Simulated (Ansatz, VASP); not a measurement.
**One calculation of NiO, two programs**

```xyz
2
Lattice="0.0000 2.0913 2.0913 2.0913 0.0000 2.0913 2.0913 2.0913 0.0000" Properties=species:S:1:pos:R:3 pbc="T T T"
Ni    0.0000    0.0000    0.0000
O     2.0913    2.0913    2.0913
```

Alike in both runs: task electric field gradients; functional PBE; k mesh 15 × 15 × 15; occupations fermi-dirac, width 0.03 eV; collinear spin.

```csv
,VASP,Ansatz
version,VASP 6.6.1,Ansatz 0.2.0
potentials or method,"VASP PAW PBE potentials, release 64 (Ni, O), cutoff 520 eV","all-electron PAW with datasets made for the crystal, scalar-relativistic"
```

```tsv
	VASP	Ansatz	Ansatz less VASP
pressure (GPa)	3.8	4.7	+0.91
net moment per atom (μB)	0.86	0.90	+0.040
size of the moment on the site where the two differ most (μB)	1.41	1.45	+0.037
```

Site moments also hang on the region over which each program counts them. Ansatz ran all-electron here, and VASP with PAW potentials.
